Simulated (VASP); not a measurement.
Here is a VASP 6.6.1 calculation.

File INCAR:

```
ALGO = Normal
EDIFF = 1E-6
ENCUT = 520
GGA = PS
ISIF = 2
ISMEAR = 0
LASPH = True
LCHARG = False
LREAL = False
LWAVE = False
NBANDS = 16
NELM = 80
PREC = Accurate
SIGMA = 0.01
```

Contents of KPOINTS:

```
k-points
0
Gamma
  6 6 6
```

The input POSCAR:

```
CdSe
1.0
    0.0000000000      3.1500539411      3.1500539411
    3.1500539411      0.0000000000      3.1500539411
    3.1500539411      3.1500539411      0.0000000000
Cd Se
1 1
Direct
    0.0000000000      0.0000000000      0.0000000000
    0.7500000000      0.7500000000      0.7500000000
```

Potentials or basis: VASP PAW PBE potentials, release 64 (Cd, Se).

Launch:

```console
$ cat potpaw_PBE.64/Cd/POTCAR potpaw_PBE.64/Se/POTCAR > POTCAR
$ mpirun -np 1 vasp_std > vasp.out
```

What does it give for the pressure?

-4.1 GPa.

Predict the band gap on the k mesh.

0.27 eV, direct.

Caveat: the PAW data sets were made with another functional, which shifts forces and pressure a little.
